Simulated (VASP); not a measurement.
Set up this calculation in VASP 6.6.1, as the native input.

| Quantity | Value |
| --- | --- |
| Task | single point |
| Functional | PBE |
| Potentials or basis | VASP PAW PBE potentials, release 64 (In_d, O) |
| Cutoff | 520 eV |
| k mesh | 12 × 12 × 2 |
| Occupations | gaussian, width 0.03 eV |
| Spin | no spin polarisation |
| Dipole correction | no |
| Further INCAR settings | ALGO = Normal; EDIFF = 1e-06; NBANDS = 27 |

The structure of InO lies in POSCAR:

```
InO
1.0
    3.5399541463      0.0000000000      0.0000000000
   -1.7699770732      3.0656902189      0.0000000000
    0.0000000000      0.0000000000     15.4801725000
In O
2 2
Direct
    0.6666666667      0.3333333333      0.5900210000
    0.6666666667      0.3333333333      0.4099790000
    0.0000000000      0.0000000000      0.6398670000
    0.0000000000      0.0000000000      0.3601330000
```

This cell differs from its parent crystal: strain +0.025 along x and y, -0.025 along z.

One way to write it, as run:

INCAR

```
SYSTEM = InO
PREC = Accurate
ENCUT = 520
EDIFF = 1E-6
ISMEAR = 0
SIGMA = 0.03
LREAL = .FALSE.
LASPH = .TRUE.
NELM = 60
ALGO = Normal
ISIF = 2
LWAVE = .FALSE.
LCHARG = .FALSE.
GGA = PE
NBANDS = 27
```

KPOINTS

```
Automatic mesh
0
G
  12 12 2
  0 0 0
```

Potentials or basis: VASP PAW PBE potentials, release 64 (In_d, O).

Command:

```bash
$ cat potpaw_PBE.64/In_d/POTCAR potpaw_PBE.64/O/POTCAR > POTCAR
$ mpirun -np 1 vasp_std > vasp.out
```

It gave:

```json
{"Largest force": "0.607 eV/Å", "Band gap on the k mesh": "0.43 eV (least direct gap 0.94 eV)"}
```

Caveat: the cell differs from its parent crystal (strain +0.025 along x and y, -0.025 along z); spin-orbit coupling is left out, which moves the levels of the heavy elements.

Wall time 6.5 min on 1 thread of Intel Xeon 8259CL, with other jobs on the host, peak memory 0.37 GiB.
